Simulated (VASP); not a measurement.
**Si2W: single point with PBEsol**

The system is Si2W.

```
Si W
1.0
    -1.55101    1.55101    3.81049
     1.55101   -1.55101    3.81049
     1.55101    1.55101   -3.81049
Si W
2 1
Direct
  0.33320 0.33320 0.00000
  0.66680 0.66680 0.00000
  0.00000 0.00000 0.00000
```

* Program: VASP 6.6.1
* Task: single point
* Functional: PBEsol
* Potentials or basis: VASP PAW PBE potentials, release 64 (Si, W_sv)
* Cutoff: 520 eV
* k mesh: 18 × 18 × 18
* Occupations: gaussian, width 0.1 eV
* Spin: no spin polarisation
* Dipole correction: no
* Further INCAR settings: ALGO = Normal; EDIFF = 1e-06; NBANDS = 18

The pressure is 25.5 GPa. The largest force is 0.004 eV/Å. The band gap on the k mesh is zero (bands 11 and 12 overlap by 1.55 eV).

Forces in eV/Å, atoms in the order of the input:
```
Si   0.000  0.000 -0.004
Si   0.000  0.000  0.004
W    0.000  0.000  0.000
```

Levels at points of the mesh, in eV from the Fermi level:
| k point | band 9 | band 10 | band 11 | band 12 | band 13 | band 14 |
| --- | --- | --- | --- | --- | --- | --- |
| (0.00, 0.00, 0.00) | -3.12 | -3.12 | 0.77 | 2.48 | 3.42 | 3.52 |
| (0.50, 0.00, 0.00) | -3.18 | -3.01 | -0.56 | 2.97 | 3.19 | 4.14 |
| (0.50, 0.50, 0.00) | -5.44 | -3.73 | -1.68 | 3.09 | 3.49 | 3.66 |
| (0.50, 0.50, 0.50) | -0.80 | -0.80 | -0.58 | -0.58 | 0.99 | 4.77 |

It took 3.2 min on 1 thread of Intel(R) Xeon(R) 6975P-C (Granite Rapids), on a shared host, peak memory 0.44 GiB.

Caveat: the cell stands under pressure; the PAW data sets were made with another functional, which shifts forces and pressure a little; spin-orbit coupling is left out, which moves the levels of the heavy elements.
